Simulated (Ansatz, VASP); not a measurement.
Given: the input of a run of Ansatz 0.2.0 on Pb.

input.yaml

```yaml
crystal:
  lattice:
    - [2.997539525, -1.7266640877, 0.0]
    - [2.997539525, 1.7266640877, 0.0]
    - [-2.0868717998, 0.0, 6.0128468655]
  atoms:
    - { symbol: Pb, position: [0.90850841, 0.90850841, 0.7262922] }
    - { symbol: Pb, position: [0.09149159, 0.09149159, 0.2737078] }
hamiltonian:
  xc: lda
  pseudopotentials: { kind: paw }
kpoints:
  mp_grid: { grid: [9, 9, 5] }
scf:
  occupations: { method: fermi_dirac, width: 0.05 }
output:
  forces: true
  stress: true
  eigenvalues: true
```

Potentials or basis: Ansatz PAW.

Launch:

```bash
$ ansatz run input.yaml --threads 2 --pin off --max-ram 5632MiB --backend cpu --events-out ev --progress --plain --runs-dir out
```

Task: Translate it to VASP 6.6.1. Potentials there: VASP PAW LDA potentials, release 64 (Pb_d).

Result: As run (the cutoff follows the program's own potentials):

INCAR

```
PREC = Accurate
ENCUT = 520
EDIFF = 1E-6
ISMEAR = -1
SIGMA = 0.05
LREAL = False
LASPH = True
NELM = 100
ALGO = Fast
ISIF = 2
LWAVE = False
LCHARG = True
GGA = CA
LELF = True
LVHAR = True
NBANDS = 21
```

The input KPOINTS:

```
Automatic mesh
0
Gamma
  9 9 5
```

File POSCAR:

```
Pb
1.0
    2.9975395250     -1.7266640877      0.0000000000
    2.9975395250      1.7266640877      0.0000000000
   -2.0868717998      0.0000000000      6.0128468655
Pb
2
Direct
    0.9085084100      0.9085084100      0.7262922000
    0.0914915900      0.0914915900      0.2737078000
```

Potentials or basis: VASP PAW LDA potentials, release 64 (Pb_d).

Command:

```console
$ cat potpaw_LDA.64/Pb_d/POTCAR > POTCAR
$ mpirun -np 1 vasp_std > vasp.out
```

Both were run:

|  | VASP | Ansatz | Ansatz less VASP |
| --- | --- | --- | --- |
| gap on the k mesh at the Fermi level (eV) | none | none | - |
| pressure (GPa) | -1.6 | -1.6 | -0.06 |
| traceless stress, the component that is largest in VASP (GPa) | -0.06 | -0.06 | -0.002 |
| rms of the force components (eV/Å) | 0.058 | 0.062 | +0.0037 |

LDA's correlation is that of Perdew and Zunger in VASP and of Perdew and Wang (1992) in Ansatz. Atom by atom the forces differ by 0.004 eV/Å (rms over components). A gap of «none» marks a metal or a gap that the smearing closes.

Spin-orbit coupling is off throughout.
